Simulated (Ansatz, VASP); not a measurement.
**TiO2: VASP beside Ansatz**

```
Ti O
1.0
    -1.89210    1.89210    4.75730
     1.89210   -1.89210    4.75730
     1.89210    1.89210   -4.75730
Ti O
2 4
Cartesian
  0.0000 1.8921 2.3786
  0.0000 0.0000 0.0000
  0.0000 0.0000 7.5346
  0.0000 1.8921 0.3987
  0.0000 1.8921 4.3586
  0.0000 0.0000 1.9800
```

Alike in both runs: task relaxation of cell and atoms; functional PBE; k mesh 10 × 10 × 10; occupations fermi-dirac, width 0.05 eV; no spin polarisation; Hubbard terms Ti d U = 3.0 eV.

|  | VASP | Ansatz |
| --- | --- | --- |
| version | VASP 6.6.1 | Ansatz 0.2.0 |
| potentials or method | VASP PAW PBE potentials, release 64 (Ti_sv, O) | Ansatz PAW |
| plane-wave cutoff (eV) | 600 | 420 |
| valence electrons in the cell | 48 | 48 |

```csv
,VASP,Ansatz,Ansatz less VASP
relaxed volume (Å³/atom),11.98,11.82,-0.159
relaxed length of the cell vector where the two differ most in proportion (Å),5.568,5.574,+0.0064
```

The programs project onto different local orbitals, so the same U acts differently, and such runs can settle in different states.

Noted on Ansatz's run: the plane-wave basis is chosen anew once the cell has moved, so the energies of steps on either side of that aren't comparable.
